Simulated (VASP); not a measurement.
A run of VASP 6.6.1 is set up as follows.

INCAR

```
PREC = Accurate ; ENCUT = 520
EDIFF = 1E-7 ; ISMEAR = 0
SIGMA = 0.1 ; LREAL = False
LASPH = True ; NELM = 100
ALGO = Fast ; ISIF = 2
LWAVE = False ; LCHARG = False
GGA = PS ; NBANDS = 26
```

The input KPOINTS:

```
Automatic mesh
0
Gamma
  8 8 8
```

The input POSCAR:

```
K3Pd
1.0
    5.6090167916      0.0000000000      0.0000000000
    0.0000000000      5.2823160116      0.0000000000
    0.0000000000      0.0000000000      5.2823160116
K Pd
3 1
Direct
    0.4987368463      0.5000000000      0.0000000000
    0.4987368463      0.0000000000      0.5000000000
    0.0167440114      0.5000000000      0.5000000000
   -0.0142177040      0.0000000000      0.0000000000
```

Potentials or basis: VASP PAW PBE potentials, release 64 (K_sv, Pd).

Command:

```bash
$ cat potpaw_PBE.64/K_sv/POTCAR potpaw_PBE.64/Pd/POTCAR > POTCAR
$ mpirun -np 1 vasp_std > vasp.out
```

(1) What does it give for the largest force?

(2) Estimate the pressure.

Results:

(1) 0.200 eV/Å.

(2) -0.5 GPa.

Caveat: the cell differs from its parent crystal (strained and its atoms moved); the PAW data sets were made with another functional, which shifts forces and pressure a little.
